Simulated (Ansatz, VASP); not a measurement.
## One calculation of GaAs, two programs

```
CELL_PARAMETERS angstrom
0.00000 2.71501 2.71501
2.71501 0.00000 2.71501
2.71501 2.71501 0.00000
ATOMIC_POSITIONS crystal
Ga 0.00000 0.00000 0.00000
As 0.25000 0.25000 0.25000
```

Alike in both runs: task single point; functional r2SCAN; k mesh 8 × 8 × 8; occupations gaussian, width 0.02 eV; no spin polarisation.

|  | VASP | Ansatz |
| --- | --- | --- |
| version | VASP 6.6.1 | Ansatz 0.2.0 |
| potentials or method | VASP PAW PBE potentials, release 64 (Ga_d, As), cutoff 520 eV | scalar-relativistic, plane waves, PAW |
| valence electrons in the cell | 18 | 28 |

|  | VASP | Ansatz | Ansatz less VASP |
| --- | --- | --- | --- |
| gap on the k mesh at the Fermi level (eV) | 1.51 | 1.52 | +0.010 |
| least direct gap on the mesh (eV) | 2.01 | 2.03 | +0.021 |
| pressure (GPa) | 12.6 | 12.4 | -0.18 |

VASP's potentials were made for PBE, not for r2SCAN. The functional is the same, so the differences come from potentials, cutoffs and numerics. VASP's potentials hold 18 valence electrons a cell and Ansatz's 28, so a difference there can come from the potentials and not from the codes.
